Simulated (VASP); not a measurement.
# Si31Sn (P1) in VASP: relaxation of volume and atoms at fixed shape with PBEsol

Aim: the relaxation of volume and atoms at fixed shape of Si31Sn with PBEsol.

Everything below comes from runs of VASP 6.6.1. Logs are shortened: lines on timing, memory, paths and dates and some standing lists are left out, and cuts for length are marked.

### 1 The cell of the first run

The typed cell holds 64 atoms: a = 10.932 Å, b = 10.932 Å, c = 10.932 Å, α = 90.00°, β = 90.00°, γ = 90.00°.

### 2 Relaxation of volume and atoms at fixed shape, PBEsol

Contents of INCAR:

```
ALGO     = Normal         # electronic algorithm
EDIFF    = 1E-6           # SCF threshold, eV
EDIFFG   = -0.03          # ionic threshold
ENCUT    = 600            # plane-wave cutoff, eV
GGA      = PS             # functional
IBRION   = 2              # ionic algorithm
ISIF     = 8              # what is computed and relaxed
ISMEAR   = -1             # smearing method
LASPH    = True           # aspherical terms in the spheres
LCHARG   = False          # write CHGCAR
LREAL    = Auto         
LWAVE    = False          # write WAVECAR
NELM     = 60             # most SCF steps
NSW      = 100            # ionic steps
PREC     = Accurate       # precision mode
SIGMA    = 0.05           # smearing width, eV
```

Contents of KPOINTS:

```
Automatic mesh
0
Gamma
  1 1 1
  0.5 0.5 0.5
```

Contents of POSCAR:

```
Si31Sn
1.0
   10.9319820000      0.0000000000      0.0000000000
    0.0000000000     10.9319820000      0.0000000000
    0.0000000000      0.0000000000     10.9319820000
Si Sn
62 2
Direct
    0.9979570000      0.9993720000      0.0000990000
    0.9989700000      0.9996750000      0.5009430000
    0.0005400000      0.5023770000      0.9980590000
    0.9985920000      0.5011670000      0.4976850000
    0.5045180000      0.0003350000      0.0012920000
    0.4999790000      0.0013520000      0.4982180000
    0.4985190000      0.5025400000      0.0039940000
    0.5002530000      0.4987690000      0.4986760000
    0.1262870000      0.1274180000      0.1239450000
    0.1246820000      0.1253140000      0.6262630000
    0.1248340000      0.6277720000      0.1264770000
    0.1251550000      0.6238080000      0.6255740000
    0.6237590000      0.1252270000      0.1227720000
    0.6236550000      0.1219910000      0.6265210000
    0.6253940000      0.6223860000      0.1233400000
    0.6228830000      0.6262740000      0.6255820000
    0.2522280000      0.2524620000      0.0023250000
    0.2527620000      0.2483500000      0.5004100000
    0.2540570000      0.7506530000      0.0008490000
    0.2501600000      0.7492110000      0.5033530000
    0.7507230000      0.2529600000      0.9977590000
    0.7458720000      0.2517840000      0.4990280000
    0.7498620000      0.7489740000      0.9965110000
    0.7487690000      0.7466420000      0.5038130000
    0.3752770000      0.3764160000      0.1263900000
    0.3729280000      0.3761230000      0.6275640000
    0.3769710000      0.8745020000      0.1248070000
    0.3757480000      0.8715530000      0.6231940000
    0.8761210000      0.3730650000      0.1296860000
    0.8730540000      0.3752800000      0.6192840000
    0.8733210000      0.8768640000      0.1235120000
    0.8732830000      0.8770440000      0.6265930000
    0.2496100000      0.9986170000      0.2513740000
    0.2518920000      0.9974580000      0.7483270000
    0.2492740000      0.5009770000      0.2492380000
    0.2484690000      0.5008870000      0.7506100000
    0.7467630000      0.0018370000      0.2511200000
    0.7457530000      0.9998780000      0.7504660000
    0.7503070000      0.5009140000      0.2505590000
    0.7529350000      0.5019280000      0.7525560000
    0.3763050000      0.1223320000      0.3759160000
    0.3745440000      0.1241810000      0.8740390000
    0.3757500000      0.6233330000      0.3733060000
    0.3753660000      0.6263870000      0.8753280000
    0.8726440000      0.1265020000      0.3755660000
    0.8754490000      0.1242490000      0.8767440000
    0.8788580000      0.6256770000      0.3750980000
    0.8733210000      0.6250740000      0.8738170000
    0.9981420000      0.2519310000      0.2538230000
    0.0018220000      0.2484500000      0.7485160000
    0.9994230000      0.7542580000      0.2505490000
    0.0043610000      0.7491990000      0.7501400000
    0.5001410000      0.2499380000      0.2490340000
    0.5010400000      0.2496720000      0.7500570000
    0.5042410000      0.7524550000      0.2518950000
    0.4976260000      0.7507380000      0.7518740000
    0.1249170000      0.3771650000      0.8775690000
    0.1265750000      0.8747310000      0.3715750000
    0.1266660000      0.8753040000      0.8715250000
    0.6252700000      0.3741210000      0.8764940000
    0.6277350000      0.8734970000      0.3770830000
    0.6266900000      0.8746660000      0.8767740000
    0.1253130000      0.3760710000      0.3732120000
    0.6261720000      0.3746490000      0.3746780000
```

Potentials or basis: VASP PAW PBE potentials, release 64 (Si, Sn_d).

Launch:

```
$ cat potpaw_PBE.64/Si/POTCAR potpaw_PBE.64/Sn_d/POTCAR > POTCAR
$ mpirun -np 1 vasp_std > vasp.out
```

OUTCAR:

```text
EDIFF = 1E-6
   EDIFFG = -0.03
   ENCUT = 600
   GGA = PS
   IBRION = 2
   ISIF = 8
   ISMEAR = -1
   LASPH = True
   LREAL = Auto
   NELM = 60
   NSW = 100
   PREC = Accurate

 ion  position               nearest neighbor table
   1  0.998  0.999  0.000-  31 2.34  46 2.34   9 2.40  59 2.41
   2  0.999  1.000  0.501-  32 2.36  10 2.38  45 2.39  58 2.41
   3  0.001  0.502  0.998-  57 2.34  48 2.36  11 2.39  29 2.43
   4  0.999  0.501  0.498-  47 2.32  30 2.35  63 2.38  12 2.38
   5  0.505  0.000  0.001-  13 2.31  62 2.35  27 2.38  42 2.41
   6  0.500  0.001  0.498-  41 2.32  14 2.35  61 2.38  28 2.39
[... 56 lines left out ...]
  63  0.125  0.376  0.373-  49 2.34  35 2.35   4 2.38  18 2.41
  64  0.626  0.375  0.375-  22 2.32   8 2.36  39 2.36  53 2.38

  LATTYP: Found a simple cubic cell.
 ALAT       =    10.9319820000

  Lattice vectors:

 A1 = (  10.9319820000,   0.0000000000,   0.0000000000)
 A2 = (   0.0000000000,  10.9319820000,   0.0000000000)
 A3 = (   0.0000000000,   0.0000000000,  10.9319820000)

Analysis of symmetry for initial positions (statically):
=====================================================================
 Subroutine PRICEL returns:
 Original cell was already a primitive cell.

 Routine SETGRP: Setting up the symmetry group for a
 simple cubic supercell.

 Subroutine GETGRP returns: Found  1 space group operations
 (whereof  1 operations were pure point group operations)
 out of a pool of 48 trial point group operations.

The static configuration has the point symmetry C_1 .

Analysis of symmetry for dynamics (positions and initial velocities):
=====================================================================
 Subroutine PRICEL returns:
 Original cell was already a primitive cell.

 Routine SETGRP: Setting up the symmetry group for a
 simple cubic supercell.

 Subroutine GETGRP returns: Found  1 space group operations
 (whereof  1 operations were pure point group operations)
 out of a pool of 48 trial point group operations.

The dynamic configuration has the point symmetry C_1 .

 Subroutine INISYM returns: Found  1 space group operations
 (whereof  1 operations are pure point group operations),
 and found     1 'primitive' translations

----------------------------------------------------------------------------------------

                                     Primitive cell

  volume of cell :    1306.4618

  direct lattice vectors                    reciprocal lattice vectors
    10.931982000  0.000000000  0.000000000     0.091474721  0.000000000  0.000000000
     0.000000000 10.931982000  0.000000000     0.000000000  0.091474721  0.000000000
     0.000000000  0.000000000 10.931982000     0.000000000  0.000000000  0.091474721

  length of vectors
    10.931982000 10.931982000 10.931982000     0.091474721  0.091474721  0.091474721

  position of ions in fractional coordinates (direct lattice)
     0.997957000  0.999372000  0.000099000
     0.998970000  0.999675000  0.500943000
     0.000540000  0.502377000  0.998059000
     0.998592000  0.501167000  0.497685000
     0.504518000  0.000335000  0.001292000
     0.499979000  0.001352000  0.498218000
[... 56 lines left out ...]
     0.125313000  0.376071000  0.373212000
     0.626172000  0.374649000  0.374678000

  ion indices of the primitive-cell ions
   primitive index   ion index
                 1           1
                 2           2
                 3           3
                 4           4
                 5           5
                 6           6
[... 56 lines left out ...]
                63          63
[... 25 lines left out ...]

 Found      1 irreducible k-points:

 Following reciprocal coordinates:
            Coordinates               Weight
  0.500000  0.500000  0.500000      1.000000
   k-points           NKPTS =      1   k-points in BZ     NKDIM =      1   number of bands    NBANDS=    171
   number of dos      NEDOS =    301   number of ions     NIONS =     64
   total plane-waves  NPLWV = 729000
   dimension x,y,z NGX =    90 NGY =   90 NGZ =   90
   dimension x,y,z NGXF=   180 NGYF=  180 NGZF=  180
   ions per type =              62   2
   NGX,Y,Z   is equivalent  to a cutoff of  13.69, 13.69, 13.69 a.u.
   NGXF,Y,Z  is equivalent  to a cutoff of  27.37, 27.37, 27.37 a.u.
 SYSTEM =  unknown system
   PREC   = accura    normal or accurate (medium, high low for compatibility)
   ISTART =      0    job   : 0-new  1-cont  2-samecut
   ICHARG =      2    charge: 1-file 2-atom 10-const
   ISPIN  =      1    spin polarized calculation?
   LNONCOLLINEAR =      F non collinear calculations
   LSORBIT =      F    spin-orbit coupling
   LASPH  =      T    aspherical Exc in radial PAW
   ENCUT  =  600.0 eV  44.10 Ry    6.64 a.u.  21.83 21.83 21.83*2*pi/ulx,y,z
   NELM   =     60;   NELMIN=  2; NELMDL= -5     # of ELM steps
   EDIFF  = 0.1E-05   stopping-criterion for ELM
   LREAL  =      T    real-space projection
   EDIFFG = -.3E-01   stopping-criterion for IOM
   NSW    =    100    number of steps for IOM
   IBRION =      2    ionic relax: 0-MD 1-quasi-New 2-CG
   NFREE  =      1    steps in history (QN), initial steepest desc. (CG)
   ISIF   =      8    stress and relaxation
   ISYM   =      2    0-nonsym 1-usesym 2-fastsym
   POTIM  = 0.5000    time-step for ionic-motion
   TEBEG  =    0.0;   TEEND  =   0.0 temperature during run
   PSTRESS=    0.0 pullay stress
   NELECT =     276.0000    total number of electrons
   NUPDOWN=      -1.0000    fix difference up-down
   EMIN   =  10.00;   EMAX   =-10.00  energy-range for DOS
   EFERMI =   0.00;   METHOD = LEGACY
   ISMEAR =    -1;   SIGMA  =   0.05  broadening in eV -4-tet -1-fermi 0-gaus
   EFERMI_NEDOS =   21; number of points for ismear=-14 and -15
   IALGO  =     38    algorithm
   IMIX   =      4    mixing-type and parameters
     AMIX     =   0.40;   BMIX     =  1.00
     AMIX_MAG =   1.60;   BMIX_MAG =  1.00
  volume/ion in A,a.u.               =      20.41       137.76
  Fermi-wavevector in a.u.,A,eV,Ry     =   0.975017  1.842515 12.934495  0.950659
  Thomas-Fermi vector in A             =   2.105523
   LORBIT       =      0    0 simple, 1 ext, 2 COOP (PROOUT), +10 PAW based schemes
   GGA     = PS    functional components
   LHFCALC =     F    Hartree Fock is set to
   AEXX    =    0.0000 exact exchange contribution
   IVDW    =     0    specifies the selected vdW correction
   LEPSILON=     F    determine dielectric tensor
   LRPA    =     F    only Hartree local field effects (RPA)
 conjugate gradient relaxation of ions
 non-spin polarized calculation
  energy-cutoff  :      600.00
  volume of cell :     1306.46
 maximum number of plane-waves:     43520
 NGX is ok and might be reduce to    90
   NGX = 43   NGY = 43   NGZ = 43

--------------------------------------- Ionic step        1  -------------------------------------------

 number of electron     276.0000004 magnetization

 Free energy of the ion-electron system (eV)
  ---------------------------------------------------
  ext. energy  EPLUGINS =         0.00000000
  ---------------------------------------------------
  free energy    TOTEN  =      -356.12036353 eV

  energy without entropy =     -356.12036345  energy(sigma->0) =     -356.12036349

------------------------ aborting loop because EDIFF is reached ----------------------------------------

  FORCE on cell =-STRESS in cart. coord.  units (eV):
  Direction    XX          YY          ZZ          XY          YZ          ZX
  --------------------------------------------------------------------------------------
  -------------------------------------------------------------------------------------
  Total        8.4902949      8.4163794      8.0457058      1.3422189     -0.2710591      1.8619067
  in kB       10.4120593     10.3214132      9.8668382      1.6460280     -0.3324128      2.2833462
  external PRESSURE =      10.2001036 kB  Pullay stress =       0.0000000 kB
[... 275 lines left out ...]
  FREE ENERGIE OF THE ION-ELECTRON SYSTEM (eV)
  ---------------------------------------------------
  free  energy   TOTEN  =      -357.8498482699 eV

  energy  without entropy=     -357.8498481458  energy(sigma->0) =     -357.84984821

[... ionic steps 4 to 11 ...]

--------------------------------------- Ionic step       12  -------------------------------------------

 number of electron     276.0000023 magnetization

------------------------ aborting loop because EDIFF is reached ----------------------------------------
[... 191 lines left out ...]
--------------------------------------- Ionic step       14  -------------------------------------------

 number of electron     276.0000024 magnetization

 Free energy of the ion-electron system (eV)
  ---------------------------------------------------
  ext. energy  EPLUGINS =         0.00000000
  ---------------------------------------------------
  free energy    TOTEN  =      -358.20413701 eV

  energy without entropy =     -358.20413681  energy(sigma->0) =     -358.20413691

 E-fermi :   6.1103     XC(G=0):  -9.5078

 val. band max:        5.1905195564   @ k =   0.5000   0.5000   0.5000
 cond. band min:       7.0657089781   @ k =   0.5000   0.5000   0.5000
 fundamental gap:      1.8751894216
 Fermi energy:         6.1102938950

 k-point     1 :       0.5000    0.5000    0.5000
  band No.  band energies     occupation
      1     -15.0885      2.00000
      2     -15.0876      2.00000
      3     -15.0870      2.00000
      4     -15.0867      2.00000
      5     -15.0865      2.00000
      6     -15.0855      2.00000
[... 142 lines left out ...]
    149       7.1033      0.00000
    150       7.1043      0.00000
 [bands above 150 left out]

------------------------ aborting loop because EDIFF is reached ----------------------------------------

  FORCE on cell =-STRESS in cart. coord.  units (eV):
  Direction    XX          YY          ZZ          XY          YZ          ZX
  --------------------------------------------------------------------------------------
  -------------------------------------------------------------------------------------
  Total        0.0299473     -0.0494331     -0.0597484     -0.0437395      0.0152143     -0.0764386
  in kB        0.0365293     -0.0602980     -0.0728804     -0.0533529      0.0185583     -0.0932390
  external PRESSURE =      -0.0322163 kB  Pullay stress =       0.0000000 kB
[... 79 lines left out ...]
  FREE ENERGIE OF THE ION-ELECTRON SYSTEM (eV)
  ---------------------------------------------------
  free  energy   TOTEN  =      -358.2041370135 eV

  energy  without entropy=     -358.2041368057  energy(sigma->0) =     -358.20413691

 reached required accuracy - stopping structural energy minimisation
```

It took 51 min on 1 thread of Intel Xeon 6975P-C (Granite Rapids), shared host; peak memory 1.6 GiB.

Results:

* Free energy: -358.2041 eV
* Relaxed volume: 20.52 Å³/atom
* Relaxed cell: a = 10.952 Å, b = 10.952 Å, c = 10.952 Å, α = 90.00°, β = 90.00°, γ = 90.00°
* Space group after relaxing (to 0.1 Å): P-42m (No. 111)
* Energy gained by relaxing: 32.6 meV/atom
* Ionic steps: 14
* Pressure after relaxing: 0.0 GPa
* Largest force after relaxing: 0.027 eV/Å
* Band gap on the k mesh: 1.88 eV

Forces in eV/Å, atoms in the order of the input:
```
Si   0.008 -0.003  0.021
Si   0.012  0.007 -0.014
Si  -0.007 -0.009  0.006
Si   0.003  0.005  0.003
Si  -0.003  0.003  0.008
Si   0.001  0.010 -0.007
Si  -0.001 -0.008 -0.007
Si   0.010  0.001 -0.004
Si  -0.001 -0.004  0.001
Si   0.003 -0.003  0.003
Si   0.003 -0.015  0.001
Si   0.004 -0.004 -0.003
Si   0.007 -0.008 -0.001
Si   0.009  0.008 -0.010
Si  -0.003  0.001  0.006
Si   0.007  0.001  0.000
Si   0.004  0.026 -0.004
Si  -0.002  0.015  0.000
Si  -0.017 -0.012 -0.005
Si   0.000  0.004 -0.015
Si  -0.014  0.000  0.005
Si   0.018  0.004  0.006
Si  -0.018 -0.010  0.015
Si  -0.001  0.010 -0.015
Si   0.003 -0.006 -0.003
Si   0.010  0.001 -0.006
Si  -0.010  0.000  0.003
Si   0.004  0.014  0.000
Si  -0.004 -0.002 -0.008
Si   0.003  0.000  0.003
Si   0.005 -0.014  0.017
Si  -0.008 -0.007 -0.018
Si   0.004  0.012  0.010
Si  -0.005  0.008 -0.008
Si   0.015 -0.003  0.009
Si   0.000 -0.003  0.001
Si  -0.003  0.001  0.016
Si   0.002  0.005  0.000
Si  -0.009  0.001  0.002
Si  -0.010 -0.009 -0.002
Si  -0.009 -0.001 -0.006
Si   0.004  0.006  0.002
Si  -0.009  0.000  0.006
Si   0.005 -0.010 -0.002
Si   0.003  0.001 -0.005
Si  -0.001 -0.005  0.002
Si  -0.006 -0.005 -0.003
Si   0.002 -0.001  0.004
Si  -0.002 -0.004 -0.004
Si   0.001  0.019  0.005
Si   0.007 -0.011  0.006
Si  -0.010 -0.005 -0.011
Si   0.001 -0.004  0.015
Si   0.005  0.012 -0.009
Si  -0.003 -0.005  0.007
Si   0.013  0.007 -0.005
Si   0.011 -0.010 -0.006
Si   0.002 -0.014  0.009
Si  -0.007 -0.001  0.011
Si  -0.007  0.005 -0.010
Si  -0.010  0.001 -0.005
Si   0.001  0.001 -0.001
Sn  -0.006  0.000  0.006
Sn  -0.004  0.006 -0.011
```

The path:
```
step  energy change (eV)  largest force (eV/Å)  pressure (GPa)  volume (Å³)
   1              0.0000                3.3363            1.02      1306.46
   2             -1.7278                0.6163           -1.12      1331.19
   3             -1.7295                0.6133           -1.17      1332.04
   4             -1.9701                0.3380            0.56      1305.91
   5             -1.9702                0.3337            0.60      1305.42
   6             -2.0498                0.1572            0.07      1312.54
   7             -2.0549                0.1621           -0.10      1314.91
   8             -2.0735                0.0688           -0.04      1313.97
   9             -2.0750                0.0817           -0.01      1313.62
  10             -2.0798                0.0486            0.03      1313.01
  11             -2.0805                0.0494            0.05      1312.67
  12             -2.0824                0.0366           -0.05      1314.09
  13             -2.0825                0.0348           -0.08      1314.61
  14             -2.0838                0.0269            0.00      1313.49
```

Final structure:
```
CELL_PARAMETERS angstrom
10.95154 0.00000 0.00000
0.00000 10.95154 0.00000
0.00000 0.00000 10.95154
ATOMIC_POSITIONS crystal
Si 0.00015 0.99931 0.99835
Si 0.00127 0.99869 0.50037
Si 0.00176 0.50058 0.99895
Si 0.99147 0.50850 0.50851
Si 0.50027 0.99906 0.99886
Si 0.50155 0.99821 0.50020
Si 0.50175 0.50029 0.99888
Si 0.49107 0.50847 0.50893
Si 0.12468 0.12264 0.12277
Si 0.12549 0.12267 0.62757
Si 0.12546 0.62861 0.12266
Si 0.12455 0.62746 0.62763
Si 0.62473 0.12318 0.12255
Si 0.62503 0.12230 0.62800
Si 0.62602 0.62772 0.12264
Si 0.62441 0.62744 0.62777
Si 0.24842 0.25007 0.99877
Si 0.25906 0.24131 0.50884
Si 0.25080 0.75197 0.99928
Si 0.24848 0.75124 0.49993
Si 0.74935 0.25058 0.99908
Si 0.75803 0.24125 0.50878
Si 0.75049 0.75153 0.99865
Si 0.74902 0.75136 0.50081
Si 0.37474 0.37551 0.11977
Si 0.37493 0.37496 0.63078
Si 0.37584 0.87539 0.12547
Si 0.37487 0.87468 0.62503
Si 0.87567 0.37545 0.12056
Si 0.87475 0.37506 0.62986
Si 0.87498 0.87587 0.12452
Si 0.87534 0.87517 0.62588
Si 0.24894 0.99881 0.25019
Si 0.25041 0.99894 0.75113
Si 0.25851 0.50921 0.24126
Si 0.24859 0.50019 0.75177
Si 0.74867 0.99910 0.24995
Si 0.75013 0.99898 0.75161
Si 0.75903 0.50885 0.24194
Si 0.74886 0.50018 0.75150
Si 0.37551 0.11995 0.37517
Si 0.37494 0.12499 0.87532
Si 0.37527 0.63022 0.37501
Si 0.37502 0.62529 0.87546
Si 0.87489 0.12005 0.37536
Si 0.87512 0.12550 0.87496
Si 0.87536 0.63061 0.37530
Si 0.87532 0.62527 0.87506
Si 0.99169 0.24156 0.24205
Si 0.00136 0.25033 0.75117
Si 0.00112 0.75236 0.25000
Si 0.00051 0.75140 0.75168
Si 0.49118 0.24194 0.24124
Si 0.50146 0.25010 0.75208
Si 0.50210 0.75151 0.25039
Si 0.49970 0.75116 0.75143
Si 0.12479 0.37527 0.87521
Si 0.12505 0.87548 0.37511
Si 0.12564 0.87536 0.87513
Si 0.62548 0.37518 0.87544
Si 0.62579 0.87504 0.37541
Si 0.62500 0.87502 0.87509
Sn 0.12568 0.37515 0.37517
Sn 0.62489 0.37519 0.37519
```

Levels at points of the mesh, in eV from the valence-band top:
```
           k point  band 135  band 136  band 137  band 138  band 139  band 140  band 141  band 142
(0.50, 0.50, 0.50)     -0.01     -0.01      0.00      0.00      1.88      1.88      1.88      1.88
```

Caveat: the k points lie up to 0.57 Å⁻¹ apart in the final cell; the PAW data sets were made with another functional, which shifts forces and pressure a little; spin-orbit coupling is left out, which moves the levels of the heavy elements; a shifted mesh leaves out Γ, where band edges can lie.
